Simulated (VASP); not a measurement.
The system is BaTiO3.

```xyz
5
Lattice="4.0060 0.0000 0.0000 0.0000 4.0060 0.0000 0.0000 0.0000 4.0060" Properties=species:S:1:pos:R:3 pbc="T T T"
Ba    2.0030    2.0030    2.0030
Ti    0.0000    0.0000    0.0000
O     0.0000    0.0000    2.0030
O     0.0000    2.0030    0.0000
O     2.0030    0.0000    0.0000
```

* Program: VASP 6.6.1
* Task: relaxation of cell and atoms
* Functional: PBEsol
* Dispersion: D4
* Potentials or basis: VASP PAW PBE potentials, release 64 (Ba_sv, Ti_sv, O)
* Cutoff: 600 eV
* k mesh: 7 × 7 × 7
* Occupations: fermi-dirac, width 0.05 eV
* Spin: no spin polarisation

At the start: pressure -4.6 GPa; volume 12.86 Å³/atom.

Q: How do energy, volume and symmetry change on relaxing?

A: Over 3 steps the energy falls by 5.1 meV/atom and the volume is 12.52 Å³/atom (-2.7 %); space group Pm-3m (No. 221, to 0.05 Å).

The path:
```csv
step,energy change (eV),largest force (eV/Å),pressure (GPa),volume (Å³)
1,0.0000,0.0000,-4.63,64.29
2,0.0014,0.0000,5.27,60.89
3,-0.0255,0.0000,-0.01,62.58
```

Final structure:
```
Ba Ti O
1.0
     3.97012    0.00000    0.00000
     0.00000    3.97012    0.00000
     0.00000    0.00000    3.97012
Ba Ti O
1 1 3
Cartesian
  1.9851 1.9851 1.9851
  0.0000 0.0000 0.0000
  0.0000 0.0000 1.9851
  0.0000 1.9851 0.0000
  1.9851 0.0000 0.0000
```

Caveat: the PAW data sets were made with another functional, which shifts forces and pressure a little.
